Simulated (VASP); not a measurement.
Runs of VASP 6.6.1 on Mg. The structure is that of space group Fd-3m (No. 227), or close to it. The cells are those of the table. 

| cell | k mesh | gap on the mesh (eV) | pressure (GPa) |
| --- | --- | --- | --- |
| a = 4.659 Å, angles 60.0°, 2 atoms | 9 × 9 × 9 | none | 1.2 |
| a = 4.790 Å, angles 60.0°, 2 atoms | 13 × 13 × 13 | none | 0.0 |
| a = 4.726 Å, angles 60.0°, 2 atoms | 9 × 9 × 9 | none | 0.6 |
| a = 4.591 Å, angles 60.0°, 2 atoms | 9 × 9 × 9 | none | (a) |
| a = 4.790 Å, angles 60.0°, 2 atoms | 9 × 9 × 9 | none | 0.0 |

Alike in all rows: task single point; level PBEsol; potentials or basis VASP PAW PBE potentials, release 64 (Mg); no spin polarisation; cutoff (eV) 520; smearing fermi-dirac 0.1 eV.

Task: Fill in the values left out.

Result: (a) 2.0.

Caveats: the PAW data sets were made with another functional, which shifts forces and pressure a little.

A gap of «none» marks levels without a gap at the run's occupations.
